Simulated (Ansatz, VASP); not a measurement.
One calculation of Eu, two programs

```
CELL_PARAMETERS angstrom
-2.19206 2.19206 2.19206
2.19206 -2.19206 2.19206
2.19206 2.19206 -2.19206
ATOMIC_POSITIONS crystal
Eu 0.00000 0.00000 0.00000
```

Alike in both runs: task single point; functional PBE; k mesh 14 × 14 × 14; occupations fermi-dirac, width 0.05 eV; collinear spin.

|  | VASP | Ansatz |
| --- | --- | --- |
| version | VASP 6.6.1 | Ansatz 0.2.0 |
| potentials or method | VASP PAW PBE potentials, release 64 (Eu), cutoff 520 eV | all-electron LAPW, scalar-relativistic |

|  | VASP | Ansatz | Ansatz less VASP |
| --- | --- | --- | --- |
| pressure (GPa) | -0.3 | 0.1 | +0.35 |
| net moment per atom (μB) | 7.26 | 7.26 | +0.005 |
| size of the moment on the site where the two differ most (μB) | 6.67 | 7.10 | +0.438 |

Site moments also hang on the region over which each program counts them. Ansatz ran all-electron here, and VASP with PAW potentials.

Neither program's run includes spin-orbit coupling.
